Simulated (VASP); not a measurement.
# InSb (F-43m) in VASP: further runs

The runs below take InSb through single point, with PBE.

Program: VASP 6.6.1. These are calculated values, not measurements. Logs are shortened: lines on timing, memory, paths and dates and some standing lists are left out, and cuts for length are marked.

## (1) The cell of the first run

Symmetry: F-43m, No. 216, cubic system. The conventional cell has a = 6.521 Å, b = 6.521 Å, c = 6.521 Å, α = 90.00°, β = 90.00°, γ = 90.00°. Within 3.7 Å of In (site symmetry -43m) lie 4 Sb at 2.82 Å. Sb (site symmetry -43m) has 4 In at 2.82 Å within 3.7 Å.

## (2) Single point, PBE (34.66 Å³/atom)

The input, INCAR:

```
PREC     = Accurate       # precision mode
ENCUT    = 520            # plane-wave cutoff, eV
EDIFF    = 1E-7           # SCF threshold, eV
ISMEAR   = -1             # smearing method
SIGMA    = 0.05           # smearing width, eV
LREAL    = F              # projectors in reciprocal space
LASPH    = T              # aspherical terms in the spheres
NELM     = 100            # most SCF steps
ALGO     = Normal         # electronic algorithm
ISIF     = 2              # what is computed and relaxed
LWAVE    = F              # write WAVECAR
LCHARG   = F              # write CHGCAR
GGA      = PE             # functional
NBANDS   = 16             # bands
```

The input, KPOINTS:

```
regular mesh
0
Gamma
  12 12 12
```

The input, POSCAR:

```
InSb
1.0
    0.0000000000      3.2605516185      3.2605516185
    3.2605516185      0.0000000000      3.2605516185
    3.2605516185      3.2605516185      0.0000000000
In Sb
1 1
Direct
    0.0000000000      0.0000000000      0.0000000000
    0.7500000000      0.7500000000      0.7500000000
```

Potentials or basis: VASP PAW PBE potentials, release 64 (In_d, Sb).

The run is started by

```
cat potpaw_PBE.64/In_d/POTCAR potpaw_PBE.64/Sb/POTCAR > POTCAR
mpirun -np 1 vasp_std > vasp.out
```

OUTCAR:

```text
PREC = Accurate
   ENCUT = 520
   EDIFF = 1E-7
   ISMEAR = -1
   LREAL = F
   LASPH = T
   NELM = 100
   ISIF = 2
   GGA = PE

 ion  position               nearest neighbor table
   1  0.000  0.000  0.000-   2 2.82   2 2.82   2 2.82   2 2.82
   2  0.750  0.750  0.750-   1 2.82   1 2.82   1 2.82   1 2.82

  LATTYP: Found a face centered cubic cell.
 ALAT       =     6.5211032370

  Lattice vectors:

 A1 = (   0.0000000000,   3.2605516185,   3.2605516185)
 A2 = (   3.2605516185,   0.0000000000,   3.2605516185)
 A3 = (   3.2605516185,   3.2605516185,   0.0000000000)

Analysis of symmetry for initial positions (statically):
=====================================================================
 Subroutine PRICEL returns:
 Original cell was already a primitive cell.

 Routine SETGRP: Setting up the symmetry group for a
 face centered cubic supercell.

 Subroutine GETGRP returns: Found 24 space group operations
 (whereof 24 operations were pure point group operations)
 out of a pool of 48 trial point group operations.

The static configuration has the point symmetry T_d .

Analysis of symmetry for dynamics (positions and initial velocities):
=====================================================================
 Subroutine PRICEL returns:
 Original cell was already a primitive cell.

 Routine SETGRP: Setting up the symmetry group for a
 face centered cubic supercell.

 Subroutine GETGRP returns: Found 24 space group operations
 (whereof 24 operations were pure point group operations)
 out of a pool of 48 trial point group operations.

The dynamic configuration has the point symmetry T_d .

 Subroutine INISYM returns: Found 24 space group operations
 (whereof 24 operations are pure point group operations),
 and found     1 'primitive' translations

----------------------------------------------------------------------------------------

                                     Primitive cell

  volume of cell :      69.3271

  direct lattice vectors                    reciprocal lattice vectors
     0.000000000  3.260551619  3.260551619    -0.153348285  0.153348285  0.153348285
     3.260551619  0.000000000  3.260551619     0.153348285 -0.153348285  0.153348285
     3.260551619  3.260551619  0.000000000     0.153348285  0.153348285 -0.153348285

  length of vectors
     4.611116320  4.611116320  4.611116320     0.265607021  0.265607021  0.265607021

  position of ions in fractional coordinates (direct lattice)
     0.000000000  0.000000000  0.000000000
     0.750000000  0.750000000  0.750000000

  ion indices of the primitive-cell ions
   primitive index   ion index
                 1           1
                 2           2

----------------------------------------------------------------------------------------

 KPOINTS: regular mesh

Automatic generation of k-mesh.
 Grid dimensions read from file:
 generate k-points for:   12   12   12

 Generating k-lattice:

  Cartesian coordinates                     Fractional coordinates (reciprocal lattice)
    -0.012779024  0.012779024  0.012779024     0.083333333  0.000000000  0.000000000
     0.012779024 -0.012779024  0.012779024     0.000000000  0.083333333  0.000000000
     0.012779024  0.012779024 -0.012779024     0.000000000  0.000000000  0.083333333

  Length of vectors
     0.022133918  0.022133918  0.022133918

  Shift w.r.t. Gamma in fractional coordinates (k-lattice)
     0.000000000  0.000000000  0.000000000

 Subroutine IBZKPT returns following result:
 ===========================================

 Found     72 irreducible k-points:

 Following reciprocal coordinates:
            Coordinates               Weight
  0.000000  0.000000  0.000000      1.000000
  0.083333  0.000000  0.000000      8.000000
  0.166667  0.000000  0.000000      8.000000
  0.250000  0.000000  0.000000      8.000000
  0.333333  0.000000  0.000000      8.000000
  0.416667  0.000000  0.000000      8.000000
[... 16 lines left out ...]
  0.500000  0.166667  0.000000     24.000000
 -0.416667  0.166667  0.000000     24.000000
 [... further k-points ...]
   k-points           NKPTS =     72   k-points in BZ     NKDIM =     72   number of bands    NBANDS=     16
   number of dos      NEDOS =    301   number of ions     NIONS =      2
   total plane-waves  NPLWV =  46656
   dimension x,y,z NGX =    36 NGY =   36 NGZ =   36
   dimension x,y,z NGXF=    72 NGYF=   72 NGZF=   72
   ions per type =               1   1
   NGX,Y,Z   is equivalent  to a cutoff of  12.98, 12.98, 12.98 a.u.
   NGXF,Y,Z  is equivalent  to a cutoff of  25.96, 25.96, 25.96 a.u.
 SYSTEM =  unknown system
   PREC   = accura    normal or accurate (medium, high low for compatibility)
   ISTART =      0    job   : 0-new  1-cont  2-samecut
   ICHARG =      2    charge: 1-file 2-atom 10-const
   ISPIN  =      1    spin polarized calculation?
   LNONCOLLINEAR =      F non collinear calculations
   LSORBIT =      F    spin-orbit coupling
   LASPH  =      T    aspherical Exc in radial PAW
   ENCUT  =  520.0 eV  38.22 Ry    6.18 a.u.   8.57  8.57  8.57*2*pi/ulx,y,z
   NELM   =    100;   NELMIN=  2; NELMDL= -5     # of ELM steps
   EDIFF  = 0.1E-06   stopping-criterion for ELM
   LREAL  =      F    real-space projection
   EDIFFG = 0.1E-05   stopping-criterion for IOM
   NSW    =      0    number of steps for IOM
   IBRION =     -1    ionic relax: 0-MD 1-quasi-New 2-CG
   NFREE  =      0    steps in history (QN), initial steepest desc. (CG)
   ISIF   =      2    stress and relaxation
   ISYM   =      2    0-nonsym 1-usesym 2-fastsym
   POTIM  = 0.5000    time-step for ionic-motion
   TEBEG  =    0.0;   TEEND  =   0.0 temperature during run
   PSTRESS=    0.0 pullay stress
   NELECT =      18.0000    total number of electrons
   NUPDOWN=      -1.0000    fix difference up-down
   EMIN   =  10.00;   EMAX   =-10.00  energy-range for DOS
   EFERMI =   0.00;   METHOD = LEGACY
   ISMEAR =    -1;   SIGMA  =   0.05  broadening in eV -4-tet -1-fermi 0-gaus
   EFERMI_NEDOS =   21; number of points for ismear=-14 and -15
   IALGO  =     38    algorithm
   IMIX   =      4    mixing-type and parameters
     AMIX     =   0.40;   BMIX     =  1.00
     AMIX_MAG =   1.60;   BMIX_MAG =  1.00
  volume/ion in A,a.u.               =      34.66       233.92
  Fermi-wavevector in a.u.,A,eV,Ry     =   1.044395  1.973619 14.840690  1.090760
  Thomas-Fermi vector in A             =   2.179145
   LORBIT       =      0    0 simple, 1 ext, 2 COOP (PROOUT), +10 PAW based schemes
   GGA     = PE    functional components
   LHFCALC =     F    Hartree Fock is set to
   AEXX    =    0.0000 exact exchange contribution
   IVDW    =     0    specifies the selected vdW correction
   LEPSILON=     F    determine dielectric tensor
   LRPA    =     F    only Hartree local field effects (RPA)
 non-spin polarized calculation
  energy-cutoff  :      520.00
  volume of cell :       69.33
 maximum number of plane-waves:      1893
 NGX is ok and might be reduce to    36
   NGX = 17   NGY = 17   NGZ = 17

 number of electron      17.9999994 magnetization

 Free energy of the ion-electron system (eV)
  ---------------------------------------------------
  ext. energy  EPLUGINS =         0.00000000
  ---------------------------------------------------
  free energy    TOTEN  =        -6.92939195 eV

  energy without entropy =       -6.92914835  energy(sigma->0) =       -6.92927015

 E-fermi :   4.9941     XC(G=0):  -8.6029

 val. band max:        4.9012938415   @ k =   0.0000   0.0000   0.0000
 cond. band min:       5.4060070648   @ k =   0.5000   0.0000   0.0000
 fundamental gap:      0.5047132233
 Fermi energy:         4.9940709346

 k-point     1 :       0.0000    0.0000    0.0000
  band No.  band energies     occupation
      1      -9.6631      2.00000
      2      -9.6631      2.00000
      3      -9.6631      2.00000
      4      -9.5833      2.00000
      5      -9.5833      2.00000
      6      -5.6943      2.00000
[... 8 lines left out ...]
     15      13.1424      0.00000
     16      13.1424      0.00000

 k-point     2 :       0.0833    0.0000    0.0000
  band No.  band energies     occupation
      1      -9.6661      2.00000
      2      -9.6617      2.00000
      3      -9.6617      2.00000
      4      -9.5834      2.00000
      5      -9.5834      2.00000
      6      -5.6327      2.00000
[... 8 lines left out ...]
     15      12.6351      0.00000
     16      12.6351      0.00000

 k-point     3 :       0.1667    0.0000    0.0000
  band No.  band energies     occupation
      1      -9.6742      2.00000
      2      -9.6581      2.00000
      3      -9.6581      2.00000
      4      -9.5835      2.00000
      5      -9.5835      2.00000
      6      -5.4527      2.00000
[... 8 lines left out ...]
     15      12.2080      0.00000
     16      12.2080      0.00000

 k-point     4 :       0.2500    0.0000    0.0000
  band No.  band energies     occupation
      1      -9.6851      2.00000
      2      -9.6534      2.00000
      3      -9.6534      2.00000
      4      -9.5834      2.00000
      5      -9.5834      2.00000
      6      -5.1715      2.00000
[... 8 lines left out ...]
     15      12.1772      0.00000
     16      12.1772      0.00000
[... 324 lines left out ...]
 k-point    22 :       0.4167    0.1667    0.0000
  band No.  band energies     occupation
      1      -9.7084      2.00000
      2      -9.6429      2.00000
      3      -9.6404      2.00000
      4      -9.5884      2.00000
      5      -9.5796      2.00000
      6      -4.5284      2.00000
[... 8 lines left out ...]
     15      13.4385      0.00000
     16      14.0949      0.00000

 k-point    23 :       0.5000    0.1667    0.0000
  band No.  band energies     occupation
      1      -9.7122      2.00000
      2      -9.6418      2.00000
      3      -9.6392      2.00000
      4      -9.5866      2.00000
      5      -9.5804      2.00000
      6      -4.2683      2.00000
[... 8 lines left out ...]
     15      13.8494      0.00000
     16      14.1288      0.00000

 k-point    24 :      -0.4167    0.1667    0.0000
  band No.  band energies     occupation
      1      -9.7117      2.00000
      2      -9.6418      2.00000
      3      -9.6401      2.00000
      4      -9.5846      2.00000
      5      -9.5822      2.00000
      6      -4.2275      2.00000
[... 8 lines left out ...]
     15      13.1124      0.00000
     16      13.4351      0.00000

 [... further k-points ...]

------------------------ aborting loop because EDIFF is reached ----------------------------------------

  FORCE on cell =-STRESS in cart. coord.  units (eV):
  Direction    XX          YY          ZZ          XY          YZ          ZX
  --------------------------------------------------------------------------------------
  -------------------------------------------------------------------------------------
  Total        0.9285813      0.9285813      0.9285813      0.0000000      0.0000000      0.0000000
  in kB       21.4598785     21.4598785     21.4598785      0.0000000      0.0000000      0.0000000
  external PRESSURE =      21.4598785 kB  Pullay stress =       0.0000000 kB

 VOLUME and BASIS-vectors are now :
 -----------------------------------------------------------------------------
  energy-cutoff  :      520.00
  volume of cell :       69.33
      direct lattice vectors                 reciprocal lattice vectors
     0.000000000  3.260551619  3.260551619    -0.153348285  0.153348285  0.153348285
     3.260551619  0.000000000  3.260551619     0.153348285 -0.153348285  0.153348285
     3.260551619  3.260551619  0.000000000     0.153348285  0.153348285 -0.153348285

 POSITION                                       TOTAL-FORCE (eV/Angst)
 -----------------------------------------------------------------------------------
      0.00000      0.00000      0.00000         0.000000     -0.000000      0.000000
      4.89083      4.89083      4.89083        -0.000000      0.000000     -0.000000
 -----------------------------------------------------------------------------------
    total drift:                                0.000000      0.000000      0.000000

  FREE ENERGIE OF THE ION-ELECTRON SYSTEM (eV)
  ---------------------------------------------------
  free  energy   TOTEN  =        -6.9293919454 eV

  energy  without entropy=       -6.9291483521  energy(sigma->0) =       -6.92927015
```

Wall time 2.6 min (1 thread of AMD EPYC, shared host); peak memory 0.22 GiB.

What came out:

```yaml
Free_energy: -6.9294 eV
Pressure: 2.1 GPa
Band_gap_on_the_k_mesh: zero (filled and empty bands touch)
```

Caveat: semilocal functionals underestimate gaps, so a narrow gap can read as zero; spin-orbit coupling is left out, which moves the levels of the heavy elements.

## (3) Single point, PBE (35.34 Å³/atom)

This run uses another cell than the first one, of 35.34 Å³/atom.

The input, INCAR:

```
SYSTEM = InSb
PREC = Accurate ; ENCUT = 520
EDIFF = 1E-6 ; ISMEAR = -1
SIGMA = 0.05 ; LREAL = .False.
LASPH = .True. ; NELM = 100
ALGO = Normal ; ISIF = 2
LWAVE = .False. ; LCHARG = .False.
GGA = PE ; NBANDS = 16
```

The input, KPOINTS:

```
regular mesh
0
Gamma
  12 12 12
  0 0 0
```

The input, POSCAR:

```
InSb
1.0
    0.0000000000      3.2817246249      3.2817246249
    3.2817246249      0.0000000000      3.2817246249
    3.2817246249      3.2817246249      0.0000000000
In Sb
1 1
Direct
    0.0000000000      0.0000000000      0.0000000000
    0.7500000000      0.7500000000      0.7500000000
```

Potentials or basis: VASP PAW PBE potentials, release 64 (In_d, Sb).

The run is started by

```
cat potpaw_PBE.64/In_d/POTCAR potpaw_PBE.64/Sb/POTCAR > POTCAR
mpirun -np 1 vasp_std > vasp.out
```

OUTCAR:

```text
SYSTEM = InSb
   PREC = Accurate
   ENCUT = 520
   EDIFF = 1E-6
   ISMEAR = -1
   LREAL = .False.
   LASPH = .True.
   NELM = 100
   ISIF = 2
   GGA = PE

 ion  position               nearest neighbor table
   1  0.000  0.000  0.000-   2 2.84   2 2.84   2 2.84   2 2.84
   2  0.750  0.750  0.750-   1 2.84   1 2.84   1 2.84   1 2.84

  LATTYP: Found a face centered cubic cell.
 ALAT       =     6.5634492498

  Lattice vectors:

[... 641 lines left out ...]

------------------------ aborting loop because EDIFF is reached ----------------------------------------

  FORCE on cell =-STRESS in cart. coord.  units (eV):
  Direction    XX          YY          ZZ          XY          YZ          ZX
  --------------------------------------------------------------------------------------
  -------------------------------------------------------------------------------------
  Total        0.5589372      0.5589372      0.5589372      0.0000000     -0.0000000     -0.0000000
  in kB       12.6688493     12.6688493     12.6688493      0.0000000     -0.0000000     -0.0000000
  external PRESSURE =      12.6688493 kB  Pullay stress =       0.0000000 kB

 VOLUME and BASIS-vectors are now :
 -----------------------------------------------------------------------------
  energy-cutoff  :      520.00
  volume of cell :       70.69
      direct lattice vectors                 reciprocal lattice vectors
     0.000000000  3.281724625  3.281724625    -0.152358914  0.152358914  0.152358914
     3.281724625  0.000000000  3.281724625     0.152358914 -0.152358914  0.152358914
     3.281724625  3.281724625  0.000000000     0.152358914  0.152358914 -0.152358914

 POSITION                                       TOTAL-FORCE (eV/Angst)
 -----------------------------------------------------------------------------------
      0.00000      0.00000      0.00000        -0.000000     -0.000000     -0.000000
      4.92259      4.92259      4.92259         0.000000      0.000000      0.000000
 -----------------------------------------------------------------------------------
    total drift:                                0.000000      0.000000      0.000000

  FREE ENERGIE OF THE ION-ELECTRON SYSTEM (eV)
  ---------------------------------------------------
  free  energy   TOTEN  =        -6.9440450645 eV

  energy  without entropy=       -6.9437973669  energy(sigma->0) =       -6.94392122
```

stdout:

```text
POSCAR found type information on POSCAR InSb
 POSCAR found :  2 types and       2 ions
 scaLAPACK will be used
 LDA part: xc-table for (Slater+PW92), standard interpolation
 POSCAR, INCAR and KPOINTS ok, starting setup
 FFT: planning ... GRIDC
 FFT: planning ... GRID_SOFT
 FFT: planning ... GRID
 WAVECAR not read
 entering main loop
```

Run time: 2.3 min. Hardware: 1 thread of AMD EPYC, shared host; peak memory 0.22 GiB.

What came out:

```
Free energy            : -6.9440 eV
Pressure               : 1.3 GPa
Band gap on the k mesh : zero (filled and empty bands touch)
```

Levels at points of the mesh, in eV from the Fermi level:
```
           k point  band 6  band 7  band 8  band 9  band 10  band 11  band 12  band 13
(0.00, 0.00, 0.00)  -10.57   -0.50   -0.09   -0.09    -0.09     2.87     2.87     2.87
(0.50, 0.00, 0.00)   -9.30   -5.54   -1.04   -1.04     0.38     3.71     3.71     6.02
(0.50, 0.50, 0.00)   -8.74   -5.85   -2.23   -2.23     1.25     1.32     7.83     7.83
```

Caveat: semilocal functionals underestimate gaps, so a narrow gap can read as zero; spin-orbit coupling is left out, which moves the levels of the heavy elements.
